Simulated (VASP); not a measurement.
# TaN (P1) in VASP: a series of runs

TaN is run at these levels: PBE; tasks: single point.

Everything below comes from runs of VASP 6.6.1. Logs are shortened: lines on timing, memory, paths and dates and some standing lists are left out, and cuts for length are marked.

## (1) The cell of the first run

The typed cell holds 2 atoms: a = 2.939 Å, b = 2.976 Å, c = 2.884 Å, α = 90.62°, β = 91.71°, γ = 121.27°.

## (2) Single point, PBE (equal xy, yz and zx shear strains of -3 %)

The input, INCAR:

```
SYSTEM = TaN
PREC = Accurate ; ENCUT = 520
EDIFF = 1E-7 ; ISMEAR = -1
SIGMA = 0.02 ; LREAL = .False.
LASPH = .True. ; NELM = 60
ALGO = Normal ; ISIF = 2
LWAVE = .False. ; LCHARG = .False.
GGA = PE ; NBANDS = 15
```

The input, KPOINTS:

```
Automatic mesh
0
Gamma
  12 12 10
  0 0 0
```

The input, POSCAR:

```
TaN
1.0
    2.9379988584     -0.0440699829     -0.0440699829
   -1.5071651539      2.5664166391     -0.0161307333
   -0.0432450000     -0.0432450000      2.8830000000
Ta N
1 1
Direct
    0.3333333333      0.6666666667      0.5000000000
    0.0000000000      0.0000000000      0.0000000000
```

Potentials or basis: VASP PAW PBE potentials, release 64 (Ta_pv, N).

On the command line:

```
cat potpaw_PBE.64/Ta_pv/POTCAR potpaw_PBE.64/N/POTCAR > POTCAR
mpirun -np 1 vasp_std > vasp.out
```

OUTCAR:

```text
SYSTEM = TaN
   PREC = Accurate
   ENCUT = 520
   EDIFF = 1E-7
   ISMEAR = -1
   LREAL = .False.
   LASPH = .True.
   NELM = 60
   ISIF = 2
   GGA = PE

 ion  position               nearest neighbor table
   1  0.333  0.667  0.500-   2 2.16   2 2.19   2 2.23   2 2.25   2 2.25   2 2.26
   2  0.000  0.000  0.000-   1 2.16   1 2.19   1 2.23   1 2.25   1 2.25   1 2.26

  LATTYP: Found a triclinic cell.
 ALAT       =     2.9762898661
 B/A-ratio  =     1.7101520239
 C/A-ratio  =     1.4037559066
 COS(alpha) =     0.0003918690
 COS(beta)  =     0.3577134416
 COS(gamma) =     0.8697686736

  Lattice vectors:

 A1 = (   1.5071651539,  -2.5664166391,   0.0161307333)
 A2 = (   0.0763314494,  -5.0887632953,   0.0763314495)
 A3 = (   2.9812438584,  -0.0008249829,  -2.9270699829)

Analysis of symmetry for initial positions (statically):
=====================================================================
 Subroutine PRICEL returns:
 Original cell was already a primitive cell.

 Routine SETGRP: Setting up the symmetry group for a
 triclinic supercell.

 Subroutine GETGRP returns: Found  1 space group operations
 (whereof  1 operations were pure point group operations)
 out of a pool of  2 trial point group operations.

The static configuration has the point symmetry C_1 .

Analysis of symmetry for dynamics (positions and initial velocities):
=====================================================================
 Subroutine PRICEL returns:
 Original cell was already a primitive cell.

 Routine SETGRP: Setting up the symmetry group for a
 triclinic supercell.

 Subroutine GETGRP returns: Found  1 space group operations
 (whereof  1 operations were pure point group operations)
 out of a pool of  2 trial point group operations.

The dynamic configuration has the point symmetry C_1 .

 Subroutine INISYM returns: Found  1 space group operations
 (whereof  1 operations are pure point group operations),
 and found     1 'primitive' translations

----------------------------------------------------------------------------------------

                                     Primitive cell

  volume of cell :      21.5369

  direct lattice vectors                    reciprocal lattice vectors
     2.937998858 -0.044069983 -0.044069983     0.343517225  0.201786852  0.008179561
    -1.507165154  2.566416639 -0.016130733     0.005987854  0.393202436  0.005987854
    -0.043245000 -0.043245000  2.883000000     0.005284560  0.005284560  0.347019446

  length of vectors
     2.938659834  2.976289866  2.883648602     0.398483278  0.393293611  0.347099912

  position of ions in fractional coordinates (direct lattice)
     0.333333333  0.666666667  0.500000000
     0.000000000  0.000000000  0.000000000

  ion indices of the primitive-cell ions
   primitive index   ion index
                 1           1
                 2           2

----------------------------------------------------------------------------------------

 KPOINTS: Automatic mesh

Automatic generation of k-mesh.
 Grid dimensions read from file:
 generate k-points for:   12   12   10

 Generating k-lattice:

  Cartesian coordinates                     Fractional coordinates (reciprocal lattice)
     0.028626435  0.016815571  0.000681630     0.083333333 -0.000000000  0.000000000
     0.000498988  0.032766870  0.000498988    -0.000000000  0.083333333  0.000000000
     0.000528456  0.000528456  0.034701945     0.000000000 -0.000000000  0.100000000

  Length of vectors
     0.033206940  0.032774468  0.034709991

  Shift w.r.t. Gamma in fractional coordinates (k-lattice)
     0.000000000  0.000000000  0.000000000

 Subroutine IBZKPT returns following result:
 ===========================================

 Found    724 irreducible k-points:

 Following reciprocal coordinates:
            Coordinates               Weight
  0.000000  0.000000  0.000000      1.000000
  0.083333 -0.000000  0.000000      2.000000
  0.166667 -0.000000  0.000000      2.000000
  0.250000 -0.000000 -0.000000      2.000000
  0.333333 -0.000000  0.000000      2.000000
  0.416667 -0.000000 -0.000000      2.000000
[... 16 lines left out ...]
  0.250000  0.166667  0.000000      2.000000
  0.333333  0.166667  0.000000      2.000000
 [... further k-points ...]
   k-points           NKPTS =    724   k-points in BZ     NKDIM =    724   number of bands    NBANDS=     15
   number of dos      NEDOS =    301   number of ions     NIONS =      2
   total plane-waves  NPLWV =  13824
   dimension x,y,z NGX =    24 NGY =   24 NGZ =   24
   dimension x,y,z NGXF=    48 NGYF=   48 NGZF=   48
   ions per type =               1   1
   NGX,Y,Z   is equivalent  to a cutoff of  13.58, 13.41, 13.84 a.u.
   NGXF,Y,Z  is equivalent  to a cutoff of  27.15, 26.81, 27.67 a.u.
 SYSTEM =  TaN
   PREC   = accura    normal or accurate (medium, high low for compatibility)
   ISTART =      0    job   : 0-new  1-cont  2-samecut
   ICHARG =      2    charge: 1-file 2-atom 10-const
   ISPIN  =      1    spin polarized calculation?
   LNONCOLLINEAR =      F non collinear calculations
   LSORBIT =      F    spin-orbit coupling
   LASPH  =      T    aspherical Exc in radial PAW
   ENCUT  =  520.0 eV  38.22 Ry    6.18 a.u.   5.46  5.53  5.36*2*pi/ulx,y,z
   NELM   =     60;   NELMIN=  2; NELMDL= -5     # of ELM steps
   EDIFF  = 0.1E-06   stopping-criterion for ELM
   LREAL  =      F    real-space projection
   EDIFFG = 0.1E-05   stopping-criterion for IOM
   NSW    =      0    number of steps for IOM
   IBRION =     -1    ionic relax: 0-MD 1-quasi-New 2-CG
   NFREE  =      0    steps in history (QN), initial steepest desc. (CG)
   ISIF   =      2    stress and relaxation
   ISYM   =      2    0-nonsym 1-usesym 2-fastsym
   POTIM  = 0.5000    time-step for ionic-motion
   TEBEG  =    0.0;   TEEND  =   0.0 temperature during run
   PSTRESS=    0.0 pullay stress
   NELECT =      16.0000    total number of electrons
   NUPDOWN=      -1.0000    fix difference up-down
   EMIN   =  10.00;   EMAX   =-10.00  energy-range for DOS
   EFERMI =   0.00;   METHOD = LEGACY
   ISMEAR =    -1;   SIGMA  =   0.02  broadening in eV -4-tet -1-fermi 0-gaus
   EFERMI_NEDOS =   21; number of points for ismear=-14 and -15
   IALGO  =     38    algorithm
   IMIX   =      4    mixing-type and parameters
     AMIX     =   0.40;   BMIX     =  1.00
     AMIX_MAG =   1.60;   BMIX_MAG =  1.00
  volume/ion in A,a.u.               =      10.77        72.67
  Fermi-wavevector in a.u.,A,eV,Ry     =   1.482703  2.801902 29.911143  2.198407
  Thomas-Fermi vector in A             =   2.596456
   LORBIT       =      0    0 simple, 1 ext, 2 COOP (PROOUT), +10 PAW based schemes
   GGA     = PE    functional components
   LHFCALC =     F    Hartree Fock is set to
   AEXX    =    0.0000 exact exchange contribution
   IVDW    =     0    specifies the selected vdW correction
   LEPSILON=     F    determine dielectric tensor
   LRPA    =     F    only Hartree local field effects (RPA)
 non-spin polarized calculation
  energy-cutoff  :      520.00
  volume of cell :       21.54
 maximum number of plane-waves:       596
 NGX is ok and might be reduce to    24
   NGX = 11   NGY = 11   NGZ = 11

 number of electron      16.0000000 magnetization

 Free energy of the ion-electron system (eV)
  ---------------------------------------------------
  ext. energy  EPLUGINS =         0.00000000
  ---------------------------------------------------
  free energy    TOTEN  =       -22.39469241 eV

  energy without entropy =      -22.39460485  energy(sigma->0) =      -22.39464863

 E-fermi :   8.2717     XC(G=0): -13.3479

 val. band max:        8.2598730474   @ k =  -0.0833   0.0000   0.4000
 cond. band min:       8.2791337348   @ k =   0.0833  -0.0000   0.4000
 fundamental gap:      0.0192606874
 Fermi energy:         8.2716890818

 k-point     1 :       0.0000    0.0000    0.0000
  band No.  band energies     occupation
      1     -26.5825      2.00000
      2     -26.3487      2.00000
      3     -26.2830      2.00000
      4      -9.5246      2.00000
      5       3.4908      2.00000
      6       3.8334      2.00000
      7       4.1081      2.00000
      8       5.3403      2.00000
      9      10.3778      0.00000
     10      11.5199      0.00000
     11      11.8395      0.00000
     12      12.4271      0.00000
     13      12.5790      0.00000
     14      21.4125      0.00000
     15      21.6932      0.00000

 k-point     2 :       0.0833   -0.0000    0.0000
  band No.  band energies     occupation
      1     -26.5726      2.00000
      2     -26.3794      2.00000
      3     -26.3484      2.00000
      4      -9.3764      2.00000
      5       3.3413      2.00000
      6       3.6606      2.00000
      7       4.2888      2.00000
      8       5.1437      2.00000
      9      10.8963      0.00000
     10      11.5463      0.00000
     11      11.6235      0.00000
     12      12.3318      0.00000
     13      12.7014      0.00000
     14      21.4070      0.00000
     15      21.6848      0.00000

 k-point     3 :       0.1667   -0.0000    0.0000
  band No.  band energies     occupation
      1     -26.5756      2.00000
      2     -26.5452      2.00000
      3     -26.4093      2.00000
      4      -8.9683      2.00000
      5       2.4305      2.00000
      6       3.9396      2.00000
      7       4.4900      2.00000
      8       4.9171      2.00000
      9      10.8843      0.00000
     10      11.6108      0.00000
     11      12.0804      0.00000
     12      12.2421      0.00000
     13      13.1129      0.00000
     14      21.4068      0.00000
     15      21.6718      0.00000

 k-point     4 :       0.2500   -0.0000   -0.0000
  band No.  band energies     occupation
      1     -26.8486      2.00000
      2     -26.5080      2.00000
      3     -26.4751      2.00000
      4      -8.3990      2.00000
      5       1.4630      2.00000
      6       3.9807      2.00000
      7       4.3247      2.00000
      8       5.3063      2.00000
      9      10.4204      0.00000
     10      11.6018      0.00000
     11      12.1867      0.00000
     12      13.1428      0.00000
     13      13.7547      0.00000
     14      21.5513      0.00000
     15      21.7186      0.00000
[... 307 lines left out ...]
 k-point    22 :       0.1667    0.1667    0.0000
  band No.  band energies     occupation
      1     -26.9582      2.00000
      2     -26.5257      2.00000
      3     -26.4896      2.00000
      4      -8.1038      2.00000
      5       1.1520      2.00000
      6       3.7098      2.00000
      7       4.2958      2.00000
      8       5.6134      2.00000
      9       9.7985      0.00000
     10      11.2099      0.00000
     11      12.7994      0.00000
     12      13.6838      0.00000
     13      14.5029      0.00000
     14      21.5952      0.00000
     15      21.8087      0.00000

 k-point    23 :       0.2500    0.1667    0.0000
  band No.  band energies     occupation
      1     -27.1350      2.00000
      2     -26.6298      2.00000
      3     -26.4575      2.00000
      4      -7.5705      2.00000
      5       0.6505      2.00000
      6       3.3575      2.00000
      7       4.0294      2.00000
      8       6.1585      2.00000
      9       9.6239      0.00000
     10      10.6446      0.00000
     11      13.2599      0.00000
     12      14.3233      0.00000
     13      15.7905      0.00000
     14      21.6100      0.00000
     15      22.0381      0.00000

 k-point    24 :       0.3333    0.1667    0.0000
  band No.  band energies     occupation
      1     -27.2486      2.00000
      2     -26.7139      2.00000
      3     -26.4343      2.00000
      4      -7.1659      2.00000
      5       0.3697      2.00000
      6       3.1323      2.00000
      7       3.6496      2.00000
      8       6.4788      2.00000
      9      10.0387      0.00000
     10      10.4182      0.00000
     11      12.8835      0.00000
     12      14.6942      0.00000
     13      17.4926      0.00000
     14      21.1171      0.00000
     15      21.6602      0.00000

 [... further k-points ...]

------------------------ aborting loop because EDIFF is reached ----------------------------------------

  FORCE on cell =-STRESS in cart. coord.  units (eV):
  Direction    XX          YY          ZZ          XY          YZ          ZX
  --------------------------------------------------------------------------------------
  -------------------------------------------------------------------------------------
  Total        0.7652665      0.8382590      0.9811125      0.9772492      1.0416888      1.0440031
  in kB       56.9299720     62.3600487     72.9872607     72.6998612     77.4936731     77.6658349
  external PRESSURE =      64.0924272 kB  Pullay stress =       0.0000000 kB

 VOLUME and BASIS-vectors are now :
 -----------------------------------------------------------------------------
  energy-cutoff  :      520.00
  volume of cell :       21.54
      direct lattice vectors                 reciprocal lattice vectors
     2.937998858 -0.044069983 -0.044069983     0.343517225  0.201786852  0.008179561
    -1.507165154  2.566416639 -0.016130733     0.005987854  0.393202436  0.005987854
    -0.043245000 -0.043245000  2.883000000     0.005284560  0.005284560  0.347019446

 POSITION                                       TOTAL-FORCE (eV/Angst)
 -----------------------------------------------------------------------------------
     -0.04707      1.67463      1.41606        -0.107154     -0.006487     -0.050904
      0.00000      0.00000      0.00000         0.107154      0.006487      0.050904
 -----------------------------------------------------------------------------------
    total drift:                                0.000029      0.000018      0.000119

  FREE ENERGIE OF THE ION-ELECTRON SYSTEM (eV)
  ---------------------------------------------------
  free  energy   TOTEN  =       -22.3946924063 eV

  energy  without entropy=      -22.3946048541  energy(sigma->0) =      -22.39464863
```

It took 99 s on 1 thread of Intel Xeon Platinum 8488C (Sapphire Rapids), shared host; peak memory 0.34 GiB.

What came out:

```
Free energy            : -22.3947 eV
Pressure               : 6.4 GPa
Largest force          : 0.119 eV/Å
Band gap on the k mesh : zero (band 8 reaches 8.45 eV, above the bottom of band 9 at 8.22 eV)
```

Forces on the atoms (eV/Å):
```
Ta  -0.107 -0.006 -0.051
N    0.107  0.006  0.051
```

Caveat: the cell differs from its parent crystal (equal xy, yz and zx shear strains of -3 %); spin-orbit coupling is left out, which moves the levels of the heavy elements.

(Continued in part 2 of 2.)
